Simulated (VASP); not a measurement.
**Cu: single point with PBE**

The system is Cu.

```
Cu
1.0
     0.00000    1.70592    1.80750
     1.90908    0.00000    1.80750
     1.90908    1.70592    0.00000
Cu
1
Direct
  0.00000 0.00000 0.00000
```

This cell differs from its parent crystal: strain +0.0562 x Voigt [1, -1, 0, 0, 0, 0].

```yaml
Program: VASP 6.6.1
Task: single point
Functional: PBE
Potentials_or_basis: VASP PAW PBE potentials, release 64 (Cu)
Cutoff: 520 eV
k_mesh: 22 × 22 × 22
Occupations: gaussian, width 0.15 eV
Spin: no spin polarisation
Dipole_correction: no
Further_INCAR_settings: ALGO = Fast; EDIFF = 1e-07; NBANDS = 12
```

- Pressure: 3.3 GPa

Stress tensor (GPa, compression positive):
```
-0.70  0.00  0.00
 0.00  6.00  0.00
 0.00  0.00  4.66
```

Levels at points of the mesh, in eV from the Fermi level:
```
           k point  band 1  band 2  band 3  band 4  band 5  band 6  band 7  band 8  band 9  band 10
(0.00, 0.00, 0.00)   -9.39   -3.32   -3.02   -2.78   -2.49   -2.02   22.79   25.15   25.32    25.63
(0.50, 0.00, 0.00)   -5.10   -3.33   -2.85   -1.76   -1.57   -1.00    3.80   19.35   21.72    23.65
(0.50, 0.50, 0.00)   -4.92   -4.39   -1.73   -1.71   -1.35    1.46    7.09   13.16   13.36    17.73
(0.50, 0.00, 0.50)   -4.85   -4.48   -1.69   -1.61   -1.40    2.79    8.67   11.74   11.89    16.53
(0.00, 0.50, 0.50)   -5.00   -4.42   -1.67   -1.61   -1.47    0.38    5.71   14.47   14.51    18.77
```

Run time: 6.4 min on 1 thread of AMD EPYC 7R13, on a shared host, peak memory 0.28 GiB.

Caveat: the cell differs from its parent crystal (strain +0.0562 x Voigt [1, -1, 0, 0, 0, 0]).
